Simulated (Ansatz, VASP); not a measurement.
One calculation of Sn2Bi, two programs

INCAR

```
PREC = Accurate
ENCUT = 600
EDIFF = 1E-7
ISMEAR = 0
SIGMA = 0.1
LREAL = F
LASPH = T
NELM = 100
ALGO = Fast
ISIF = 3
LWAVE = F
LCHARG = F
GGA = PE
IBRION = 2
NSW = 90
EDIFFG = -0.04
```

Contents of KPOINTS:

```
Automatic mesh
0
Gamma
  6 6 6
```

POSCAR

```
Sn2Bi
1.0
   -2.0066525028      2.0066525028      4.9225694208
    2.0066525028     -2.0066525028      4.9225694208
    2.0066525028      2.0066525028     -4.9225694208
Sn Bi
2 1
Direct
    0.6650000000      0.6650000000      0.0000000000
    0.3350000000      0.3350000000      0.0000000000
    0.0000000000      0.0000000000      0.0000000000
```

Input for Ansatz:

```yaml
crystal:
  lattice:
    - [-2.0066525028, 2.0066525028, 4.9225694208]
    - [2.0066525028, -2.0066525028, 4.9225694208]
    - [2.0066525028, 2.0066525028, -4.9225694208]
  atoms:
    - { symbol: Sn, position: [0.665, 0.665, 0.0] }
    - { symbol: Sn, position: [0.335, 0.335, 0.0] }
    - { symbol: Bi, position: [0.0, 0.0, 0.0] }
basis:
  ecutwfc: 420
kpoints:
  mp_grid: { grid: [6, 6, 6] }
hamiltonian:
  xc: pbe
scf:
  occupations: { method: gaussian, width: 0.1 }
  lower_state_search: "off"
output:
  forces: true
  stress: true
  eigenvalues: true
relax:
  adjacent_minimum: "off"
  f_tol: 0.04
  max_steps: 70
  cell: { stress_tol: 0.4 }
```

Alike in both runs: task relaxation of cell and atoms; functional PBE; k mesh 6 × 6 × 6; occupations gaussian, width 0.1 eV; no spin polarisation.

```csv
,VASP,Ansatz
version,VASP 6.6.1,Ansatz 0.2.0
potentials or method,"VASP PAW PBE potentials, release 64 (Sn_d, Bi_d), cutoff 600 eV","scalar-relativistic, plane waves, PAW"
valence electrons in the cell,43,43
```

```csv
,VASP,Ansatz,Ansatz less VASP
"gap on the k mesh at the Fermi level, each at its own relaxed structure (eV)",none,none,-
relaxed volume (Å³/atom),29.20,29.11,-0.090
relaxed length of the cell vector where the two differ most in proportion (Å),6.162,6.160,-0.0026
```

A gap of «none» marks a metal or a gap that the smearing closes.

The k mesh is coarse, so the values compare programs but aren't converged. Neither program's run includes spin-orbit coupling.
